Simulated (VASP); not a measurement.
Write the native input for VASP 6.6.1 that does the following.

| Property | Result |
| --- | --- |
| Task | single point |
| Functional | PBE |
| Potentials or basis | VASP PAW PBE potentials, release 64 (Cd, S) |
| Cutoff | 520 eV |
| k mesh | 6 × 6 × 2 |
| Occupations | gaussian, width 0.01 eV |
| Spin | no spin polarisation |
| Dipole correction | no |
| Further INCAR settings | ALGO = Normal; EDIFF = 1e-06; NBANDS = 26 |

The structure of CdS lies in POSCAR:

```
CdS
1.0
    4.1646012827      0.0000000000      0.0000000000
   -2.0823006414      3.6066505075      0.0000000000
    0.0000000000      0.0000000000      6.7660104900
Cd S
2 2
Direct
    0.3333333333      0.6666666667     -0.0009631164
    0.6666666667      0.3333333333      0.4990368836
    0.3333333333      0.6666666667      0.3759631164
    0.6666666667      0.3333333333      0.8759631164
```

These files were run (other wordings do the same):

INCAR

```
  PREC = Accurate
  ENCUT = 520
  EDIFF = 1E-6
  ISMEAR = 0
  SIGMA = 0.01
  LREAL = False
  LASPH = True
  NELM = 60
  ALGO = Normal
  ISIF = 2
  LWAVE = False
  LCHARG = True
  GGA = PE
  LELF = True
  LVHAR = True
  NBANDS = 26
```

KPOINTS

```
Automatic mesh
0
Gamma
  6 6 2
```

Potentials or basis: VASP PAW PBE potentials, release 64 (Cd, S).

Command:

```bash
$ cat potpaw_PBE.64/Cd/POTCAR potpaw_PBE.64/S/POTCAR > POTCAR
$ mpirun -np 1 vasp_std > vasp.out
```

Results of the run:

* Pressure: 1.7 GPa
* Largest force: 0.003 eV/Å
* Band gap on the k mesh: 1.17 eV

Caveat: the k points lie up to 0.46 Å⁻¹ apart.

Wall time 47 s on 1 thread of Intel Xeon 8259CL (shared host), peak memory 0.22 GiB.
